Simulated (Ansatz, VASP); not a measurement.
## AlInSbN2: VASP beside Ansatz

File INCAR:

```
PREC = Accurate
ENCUT = 600
EDIFF = 1E-7
ISMEAR = 0
SIGMA = 0.1
LREAL = F
LASPH = T
NELM = 80
ALGO = Normal
ISIF = 3
LWAVE = F
LCHARG = F
GGA = PE
IBRION = 2
NSW = 100
EDIFFG = -0.01
```

KPOINTS

```
regular mesh
0
Gamma
  12 12 4
```

File POSCAR:

```
AlInSbN2
1.0
    3.2045682330      0.0000000000      0.0000000000
   -1.6022841165      2.7752374979      0.0000000000
    0.0000000000      0.0000000000      9.2095605008
Al In Sb N
1 1 1 2
Direct
    0.0000000000      0.0000000000      0.3607583630
    0.3333333333      0.6666666667      0.0488460973
    0.6666666667      0.3333333333      0.7029610888
    0.6666666667      0.3333333333      0.3120048639
    0.0000000000      0.0000000000      0.5754295870
```

Input for Ansatz:

```yaml
crystal:
  lattice:
    - [3.204568233, 0.0, 0.0]
    - [-1.6022841165, 2.7752374979, 0.0]
    - [0.0, 0.0, 9.2095605008]
  atoms:
    - { symbol: Al, position: [0.0, 0.0, 0.360758363] }
    - { symbol: In, position: [0.3333333333, 0.6666666667, 0.0488460973] }
    - { symbol: Sb, position: [0.6666666667, 0.3333333333, 0.7029610888] }
    - { symbol: "N", position: [0.6666666667, 0.3333333333, 0.3120048639] }
    - { symbol: "N", position: [0.0, 0.0, 0.575429587] }
basis:
  ecutwfc: 420
kpoints:
  mp_grid: { grid: [12, 12, 4] }
hamiltonian:
  xc: pbe
scf:
  occupations: { method: gaussian, width: 0.1 }
output:
  forces: true
  stress: true
  eigenvalues: true
  write_density: true
  write_potential: true
  elf: true
  volumetric_format: npy
relax:
  adjacent_minimum: "off"
  f_tol: 0.01
  max_steps: 80
  cell: { stress_tol: 0.05 }
```

Change from the starting cell: species swapped into the TbZnAgAs2 type (P3m1, No. 156).

Alike in both runs: task relaxation of cell and atoms; functional PBE; k mesh 12 × 12 × 4; occupations gaussian, width 0.1 eV; no spin polarisation.

|  | VASP | Ansatz |
| --- | --- | --- |
| version | VASP 6.6.1 | Ansatz 0.2.0 |
| potentials or method | VASP PAW PBE potentials, release 64 (Al, In_d, Sb, N), cutoff 600 eV | scalar-relativistic, plane waves, PAW |
| valence electrons in the cell | 31 | 41 |

```tsv
	VASP	Ansatz	Ansatz less VASP
gap on the k mesh at the Fermi level, each at its own relaxed structure (eV)	none	none	-
relaxed volume (Å³/atom)	16.62	16.67	+0.053
relaxed cell length with the largest relative difference (Å)	3.193	3.197	+0.0040
```

A gap of «none» marks a metal or a gap that the smearing closes. VASP's potentials hold 31 valence electrons a cell and Ansatz's 41, so a difference there can come from the potentials and not from the codes.

Spin-orbit coupling is off throughout.
